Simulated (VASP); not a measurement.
Wanted: the native input for a VASP 6.6.1 run.

| Item | Value |
| --- | --- |
| Task | single point |
| Functional | PBE |
| Potentials or basis | VASP PAW PBE potentials, release 64 (C, Si) |
| Cutoff | 600 eV |
| k mesh | 16 × 16 × 16 |
| Occupations | gaussian, width 0.02 eV |
| Spin | no spin polarisation |
| Dipole correction | no |
| Further INCAR settings | ALGO = Normal; EDIFF = 1e-06; NBANDS = 11 |

The structure of SiC (base) lies in POSCAR:

```
SiC
1.0
    0.0000000000      1.9623965861      1.9623965861
    1.9623965861      0.0000000000      1.9623965861
    1.9623965861      1.9623965861      0.0000000000
C Si
1 1
Direct
    0.0000000000      0.0000000000      0.0000000000
    0.5000000000      0.5000000000      0.5000000000
```

These files were run (other wordings do the same):

INCAR

```
SYSTEM = SiC
PREC = Accurate
ENCUT = 600
EDIFF = 1E-6
ISMEAR = 0
SIGMA = 0.02
LREAL = .FALSE.
LASPH = .TRUE.
NELM = 120
ALGO = Normal
ISIF = 2
LWAVE = .FALSE.
LCHARG = .FALSE.
GGA = PE
NBANDS = 11
GGA_COMPAT = .FALSE.
```

KPOINTS

```
regular mesh
0
G
  16 16 16
  0 0 0
```

Potentials or basis: VASP PAW PBE potentials, release 64 (C, Si).

Command:

```bash
$ cat potpaw_PBE.64/C/POTCAR potpaw_PBE.64/Si/POTCAR > POTCAR
$ mpirun -np 1 vasp_std > vasp.out
```

Results of the run:

```yaml
Pressure: 29.9 GPa
Band_gap_on_the_k_mesh: zero (band 4 reaches 13.94 eV, above the bottom of band 5 at 13.60 eV)
```

Run time: 17 s on 1 thread of AMD EPYC 7R13 Processor (Zen 3), with other jobs on the host, peak memory 0.12 GiB.
